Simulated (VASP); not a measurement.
**Al2O3: single point with r2SCAN**

Al2O3:

```
Al O
1.0
     3.11507    0.00000    0.00000
    -1.55754    2.69773    0.00000
     0.00000    0.00000    9.33675
Al O
2 3
Cartesian
  0.0000 0.0000 1.4004
  0.0000 0.0000 7.9363
  0.0000 1.7985 2.0757
  1.5575 0.8992 0.0000
  0.0000 1.7985 7.2610
```

This cell differs from its parent crystal: strain +0.080 along x and y, +0.000 along z.

```yaml
Program: VASP 6.6.1
Task: single point
Functional: r2SCAN
Potentials_or_basis: VASP PAW PBE potentials, release 64 (Al, O)
Cutoff: 520 eV
k_mesh: 12 × 12 × 4
Occupations: gaussian, width 0.05 eV
Spin: no spin polarisation
Dipole_correction: no
Further_INCAR_settings: ALGO = Normal; EDIFF = 1e-06; NBANDS = 20
```

```json
{
 "Pressure": "-22.4 GPa",
 "Largest force": "1.574 eV/Å",
 "Band gap on the k mesh": "3.56 eV, indirect (least direct gap 3.71 eV)"
}
```

Forces in eV/Å, atoms in the order of the input:
```
Al   0.000  0.000  1.284
Al   0.000  0.000 -1.284
O    0.000  0.000 -1.574
O    0.000  0.000  0.000
O    0.000  0.000  1.574
```

Stress tensor (GPa, compression positive):
```
-30.48   0.00   0.00
  0.00 -30.48   0.00
  0.00   0.00  -6.18
```

Levels at points of the mesh, in eV from the valence-band top:
```tsv
k point	band 8	band 9	band 10	band 11	band 12	band 13	band 14	band 15	band 16	band 17
(0.00, 0.00, 0.00)	-1.39	-1.39	-0.93	-0.93	-0.15	3.56	6.66	6.79	9.18	12.69
(0.50, 0.00, 0.00)	-2.00	-1.93	-1.11	-0.68	-0.51	6.69	8.23	8.71	11.03	11.45
(0.00, 0.00, 0.50)	-1.39	-1.39	-0.93	-0.93	-0.20	3.64	6.29	7.07	9.30	13.02
(0.50, 0.00, 0.50)	-2.00	-1.94	-1.11	-0.69	-0.49	6.69	8.19	8.80	10.64	11.94
```

Wall time 4.8 min on 1 thread of AMD EPYC 9R45 96-Core Processor (Zen 5), with other jobs on the host, peak memory 0.21 GiB.

Caveat: the cell differs from its parent crystal (strain +0.080 along x and y, +0.000 along z); the PAW data sets were made with another functional, which shifts forces and pressure a little. A k mesh can miss the band edges.
